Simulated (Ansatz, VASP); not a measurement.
# One calculation of AlAs, two programs

```
Al As
1.0
     0.00000    2.77311    2.77311
     2.77311    0.00000    2.77311
     2.77311    2.77311    0.00000
Al As
1 1
Cartesian
  0.0000 0.0000 0.0000
  4.1597 4.1597 4.1597
```

Change from the starting cell: volume scaled by 0.9405.

Alike in both runs: task single point; functional PBEsol; k mesh 10 × 10 × 10; occupations fermi-dirac, width 0.05 eV; no spin polarisation.

|  | VASP | Ansatz |
| --- | --- | --- |
| version | VASP 6.6.1 | Ansatz 0.2.0 |
| potentials or method | VASP PAW PBE potentials, release 64 (Al, As), cutoff 500 eV | all-electron LAPW, scalar-relativistic |

|  | VASP | Ansatz | Ansatz less VASP |
| --- | --- | --- | --- |
| pressure (GPa) | 6.1 | 5.7 | -0.41 |

VASP's potentials were made for PBE, not for PBEsol. Ansatz ran all-electron here, and VASP with PAW potentials.
